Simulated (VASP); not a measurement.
Here is a VASP 6.6.1 calculation.

POSCAR

```
BP
1.0
    0.0000000000      2.3022908167      2.3022908167
    2.3022908167      0.0000000000      2.3022908167
    2.3022908167      2.3022908167      0.0000000000
B P
1 1
Direct
    0.0000000000      0.0000000000      0.0000000000
    0.7500000000      0.7500000000      0.7500000000
```

Contents of INCAR.step1:

```
PREC = Accurate
ENCUT = 520
ISMEAR = 0
SIGMA = 0.05
LREAL = F
LASPH = T
NELM = 80
NBANDS = 11
GGA = PE
ALGO = Normal
EDIFF = 1E-4
LWAVE = T
LCHARG = F
```

INCAR.step2

```
PREC = Accurate
ENCUT = 520
EDIFF = 1E-6
ISMEAR = 0
SIGMA = 0.05
LREAL = F
LASPH = T
NELM = 80
ALGO = Normal
ISIF = 2
LWAVE = F
LCHARG = T
METAGGA = R2SCAN
LMIXTAU = T
LELF = T
LVHAR = T
NBANDS = 11
ISTART = 1
```

File KPOINTS:

```
Automatic mesh
0
Gamma
  10 10 10
```

Potentials or basis: VASP PAW PBE potentials, release 64 (B, P).

Run with:

```console
$ cat potpaw_PBE.64/B/POTCAR potpaw_PBE.64/P/POTCAR > POTCAR
$ cp INCAR.step1 INCAR
$ mpirun -np 1 vasp_std > vasp.out
$ cp INCAR.step2 INCAR
$ mpirun -np 1 vasp_std > vasp.out
```

(1) Predict the pressure.

(2) What does it give for the band gap on the k mesh?

## Answers

(1) -7.4 GPa.

(2) 1.50 eV (least direct gap 3.58 eV).

Caveat: the cell differs from its parent crystal (strain +0.015 along x and y, +0.015 along z); the cell stands under tension; the PAW data sets were made with another functional, which shifts forces and pressure a little.
